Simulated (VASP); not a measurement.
**Ta3AsAu2O13: single point with r2SCAN+D4**

Crystal: Ta3AsAu2O13.

```
Ta As Au O
1.0
     5.37418    0.00000    0.00000
    -2.68709    4.65418    0.00000
     0.00000    0.00000    9.44377
Ta As Au O
3 1 2 13
Direct
  0.00000 0.00000 0.19599
  0.00000 0.00000 0.80401
  0.66667 0.33333 0.00000
  0.00000 0.00000 0.50000
  0.33333 0.66667 0.27105
  0.33333 0.66667 0.72895
  0.00000 0.00000 0.00000
  0.23783 0.96477 0.36593
  0.03523 0.27305 0.36593
  0.72695 0.76217 0.36593
  0.23783 0.96477 0.63407
  0.03523 0.27305 0.63407
  0.72695 0.76217 0.63407
  0.38586 0.33938 0.85767
  0.66062 0.04648 0.85767
  0.95352 0.61414 0.85767
  0.38586 0.33938 0.14233
  0.66062 0.04648 0.14233
  0.95352 0.61414 0.14233
```

| Quantity | Value |
| --- | --- |
| Program | VASP 6.6.1 |
| Task | single point |
| Functional | r2SCAN |
| Dispersion | D4 |
| Potentials or basis | VASP PAW PBE potentials, release 64 (Ta_pv, As, Au, O) |
| Cutoff | 520 eV |
| k mesh | 4 × 4 × 2 |
| Occupations | fermi-dirac, width 0.05 eV |
| Spin | no spin polarisation |

| Property | Result |
| --- | --- |
| Pressure | 1.1 GPa |
| Largest force | 0.098 eV/Å |
| Band gap on the k mesh | zero (band 69 reaches 3.31 eV, above the bottom of band 70 at 3.28 eV) |
| Dispersion energy per atom | -0.079 eV |

Forces on the atoms (eV/Å):
```
Ta   0.000  0.000  0.098
Ta   0.000  0.000 -0.098
Ta   0.000  0.000  0.000
As   0.000  0.000  0.000
Au   0.000  0.000  0.012
Au   0.000  0.000 -0.012
O    0.000  0.000  0.000
O    0.046  0.007  0.030
O   -0.029  0.036  0.030
O   -0.017 -0.043  0.030
O    0.046  0.007 -0.030
O   -0.029  0.036 -0.030
O   -0.017 -0.043 -0.030
O   -0.008  0.064 -0.021
O   -0.052 -0.039 -0.021
O    0.060 -0.025 -0.021
O   -0.008  0.064  0.021
O   -0.052 -0.039  0.021
O    0.060 -0.025  0.021
```

Stress tensor (GPa, compression positive):
```
0.86 0.00 0.00
0.00 0.86 0.00
0.00 0.00 1.52
```

Levels at points of the mesh, in eV from the Fermi level:
| k point | band 66 | band 67 | band 68 | band 69 | band 70 | band 71 | band 72 | band 73 |
| --- | --- | --- | --- | --- | --- | --- | --- | --- |
| (0.00, 0.00, 0.00) | -1.50 | -1.50 | 0.00 | 0.00 | 0.22 | 0.22 | 1.56 | 2.59 |
| (0.50, 0.00, 0.00) | -1.22 | -1.14 | -0.31 | -0.05 | 0.05 | 0.29 | 2.39 | 2.45 |
| (0.00, 0.00, 0.50) | -1.44 | -1.44 | -0.07 | -0.07 | 0.29 | 0.29 | 2.02 | 2.74 |
| (0.50, 0.00, 0.50) | -1.36 | -1.12 | -0.21 | -0.09 | -0.03 | 0.26 | 2.53 | 2.85 |

It took 27 min on 1 thread of Oxide Virtual Turin-like Processor, on a shared host, peak memory 0.38 GiB.

Caveat: the PAW data sets were made with another functional, which shifts forces and pressure a little; spin-orbit coupling is left out, which moves the levels of the heavy elements; pairwise dispersion overbinds metals, which lowers pressure and volume.
